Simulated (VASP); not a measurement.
Hg: single point with PBE

Crystal: Hg.

```xyz
1
Lattice="1.9414 1.1209 2.1841 -1.9414 1.1209 2.1841 0.0000 -2.2417 2.1841" Properties=species:S:1:pos:R:3 pbc="T T T"
Hg    0.0000    0.0000    0.0000
```

* Program: VASP 6.6.1
* Task: single point
* Functional: PBE
* Potentials or basis: VASP PAW PBE potentials, release 64 (Hg)
* Cutoff: 520 eV
* k mesh: 8 × 8 × 8
* Occupations: gaussian, width 0.05 eV
* Spin: no spin polarisation
* Dipole correction: no
* Further INCAR settings: ALGO = Normal; EDIFF = 1e-07; NBANDS = 12

* Pressure: 0.1 GPa
* Band gap on the k mesh: zero (bands 6 and 7 overlap by 2.65 eV)

Stress tensor (GPa, compression positive):
```
0.10 0.00 0.00
0.00 0.10 0.00
0.00 0.00 0.25
```

Levels at points of the mesh, in eV from the Fermi level:
```
           k point  band 4  band 5  band 6  band 7  band 8  band 9
(0.00, 0.00, 0.00)   -6.09   -6.09   -6.08   10.29   10.29   10.60
(0.50, 0.00, 0.00)   -6.14   -6.08   -2.82   -1.42   11.48   11.53
(0.50, 0.50, 0.00)   -6.19   -5.52   -0.02    0.42    3.35    8.02
(0.50, 0.50, 0.50)   -5.55   -5.55    1.22    1.80    6.78    6.78
```

Run time: 18 s on 1 thread of Intel Xeon 8259CL, on a shared host, peak memory 0.15 GiB.

Caveat: spin-orbit coupling is left out, which moves the levels of the heavy elements.
